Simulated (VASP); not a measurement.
**Ga2Ge2O3: relaxation of cell and atoms with PBE**

Crystal: Ga2Ge2O3.

```xyz
7
Lattice="2.7830 -3.6896 0.0000 2.7830 3.6896 0.0000 0.0000 0.0000 5.5447" Properties=species:S:1:pos:R:3 pbc="T T T"
Ga    2.7830    1.5843    2.4473
Ga    2.7830   -1.5843    2.4473
Ge    1.6631    0.0000    0.3922
Ge    3.9029    0.0000    0.3922
O     1.3915    1.8448    3.6155
O     1.3915   -1.8448    3.6155
O     0.0000    0.0000    4.8295
```

```yaml
Program: VASP 6.6.1
Task: relaxation of cell and atoms
Functional: PBE
Potentials_or_basis: VASP PAW PBE potentials, release 64 (Ga_d, Ge_d, O)
Cutoff: 600 eV
k_mesh: 3 × 3 × 2
Occupations: gaussian, width 0.15 eV
Spin: no spin polarisation
Dipole_correction: no
Further_INCAR_settings: ALGO = Normal; EDIFF = 1e-07; IBRION = 2; EDIFFG = -0.08; NSW = 36; ISIF = 3
```

```
Relaxed volume                         : 14.56 Å³/atom
Relaxed cell                           : a = 4.670 Å, b = 4.670 Å, c = 4.694 Å, α = 90.00°, β = 90.00°, γ = 95.54°
Space group after relaxing (to 0.05 Å) : Cmm2 (No. 35)
Energy gained by relaxing              : 432.4 meV/atom
Ionic steps                            : 29
Pressure after relaxing                : 0.3 GPa
Largest force after relaxing           : 0.060 eV/Å
Band gap on the k mesh                 : 0.37 eV, indirect (least direct gap 0.72 eV)
```

Forces in eV/Å, atoms in the order of the input:
```
Ga   0.000 -0.039 -0.010
Ga   0.000  0.039 -0.010
Ge  -0.060  0.000 -0.002
Ge   0.060  0.000 -0.002
O    0.000  0.000 -0.015
O    0.000  0.000 -0.015
O    0.000  0.000  0.053
```

Stress tensor (GPa, compression positive):
```
0.01 0.00 0.00
0.00 0.57 0.00
0.00 0.00 0.36
```

The path:
```csv
step,energy change (eV),largest force (eV/Å),pressure (GPa),volume (Å³)
1,0.0000,3.7779,2.67,113.87
2,-1.1147,1.8729,3.86,118.21
3,-1.1212,1.5659,3.42,117.87
4,-1.4375,1.5984,-2.97,124.89
5,-1.4430,1.6575,-3.65,125.78
6,-1.6894,1.3185,-3.33,126.04
7,-1.9470,0.9446,-3.78,126.53
8,-2.1047,1.0800,1.27,120.62
9,-2.1056,1.0464,0.89,121.00
10,-2.2353,0.5568,0.41,118.97
11,-2.3002,0.6939,-0.07,115.38
12,-2.3925,0.7979,-1.19,113.18
13,-2.4061,1.0490,-1.67,111.89
14,-2.4829,0.8868,-0.54,109.89
15,-2.5412,0.8529,2.36,105.31
16,-2.6302,0.7291,2.13,105.55
17,-2.7427,0.5870,1.34,106.22
18,-2.7950,0.3578,-0.87,107.75
19,-2.8023,0.3825,-1.95,108.56
20,-2.8461,0.3844,-1.34,107.11
21,-2.8720,0.4777,-0.22,105.07
22,-2.9168,0.3470,0.29,103.53
23,-2.9371,0.5573,3.06,98.98
24,-2.9515,0.4690,1.60,100.93
25,-2.9894,0.3349,-0.81,102.68
26,-2.9903,0.3132,-1.20,102.99
27,-3.0165,0.1711,-0.18,102.14
28,-3.0173,0.1325,0.08,101.96
29,-3.0268,0.0601,0.31,101.90
```

Final structure:
```
Ga Ge O
1.0
     3.13894   -3.45824    0.00000
     3.13894    3.45824    0.00000
     0.00000    0.00000    4.69361
Ga Ge O
2 2 3
Direct
  0.26970 0.73030 0.38731
  0.73030 0.26970 0.38731
  0.29892 0.29892 0.97802
  0.70108 0.70108 0.97802
  0.00000 0.50000 0.64509
  0.50000 0.00000 0.64509
  0.00000 0.00000 0.17852
```

Levels at points of the mesh, in eV from the valence-band top:
| k point | band 33 | band 34 | band 35 | band 36 | band 37 | band 38 | band 39 | band 40 |
| --- | --- | --- | --- | --- | --- | --- | --- | --- |
| (0.00, 0.00, 0.00) | -3.37 | -0.60 | -0.41 | -0.35 | 0.37 | 0.57 | 1.21 | 3.34 |
| (0.00, 0.00, 0.50) | -3.44 | -3.00 | -0.92 | -0.51 | 1.73 | 1.87 | 3.33 | 4.08 |

Wall time 20 min on 1 thread of Intel(R) Xeon(R) Platinum 8488C (Sapphire Rapids) (shared host), peak memory 0.3 GiB.

Caveat: the k points lie up to 0.67 Å⁻¹ apart in the final cell; the relaxation stopped at a loose force limit of 0.08 eV/Å, so its end isn't a converged minimum. A k mesh can miss the band edges.
